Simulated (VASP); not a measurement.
Wanted: the native input for a VASP 6.6.1 run.

```
Task                   : single point
Functional             : PBE
Potentials or basis    : VASP PAW PBE potentials, release 64 (Hf_pv)
Cutoff                 : 520 eV
k mesh                 : 3 × 3 × 3
Occupations            : fermi-dirac, width 0.05 eV
Spin                   : no spin polarisation
Dipole correction      : no
Further INCAR settings : ALGO = Normal; EDIFF = 1e-06; NBANDS = 44
```

The structure of Hf (a cell with a defect) lies in POSCAR:

```
Hf
1.0
    0.0000000000      4.4991440000      4.4991440000
    4.4991440000      0.0000000000      4.4991440000
    4.4991440000      4.4991440000      0.0000000000
Hf
7
Direct
   -0.0005146535      0.0088451270     -0.0019327010
    0.0492573698     -0.0527224734      0.5253523781
   -0.0503270178      0.5242702834      0.4708567896
    0.5268292146     -0.0528423851      0.0478187629
    0.4994897918      0.1145381210      0.4980857470
    0.4721864870      0.5241959359     -0.0516582710
    0.9994712328      0.4473157561     -0.0018870256
```

One way to write it, as run:

INCAR

```
  PREC = Accurate
  ENCUT = 520
  EDIFF = 1E-6
  ISMEAR = -1
  SIGMA = 0.05
  LREAL = F
  LASPH = T
  NELM = 60
  ALGO = Normal
  ISIF = 2
  LWAVE = F
  LCHARG = F
  GGA = PE
  NBANDS = 44
```

KPOINTS

```
regular mesh
0
Gamma
  3 3 3
```

Potentials or basis: VASP PAW PBE potentials, release 64 (Hf_pv).

The run is started by

```sh
$ cat potpaw_PBE.64/Hf_pv/POTCAR > POTCAR
$ mpirun -np 1 vasp_std > vasp.out
```

It gave:

| Property | Result |
| --- | --- |
| Pressure | -8.1 GPa |
| Largest force | 0.009 eV/Å |
| Band gap on the k mesh | zero (band 35 reaches 4.31 eV, above the bottom of band 36 at 3.58 eV) |

Caveat: the k points lie up to 0.40 Å⁻¹ apart; spin-orbit coupling is left out, which moves the levels of the heavy elements.

Wall time 110 s on 1 thread of Intel(R) Xeon(R) 6975P-C (Granite Rapids), with other jobs on the host, peak memory 0.34 GiB.
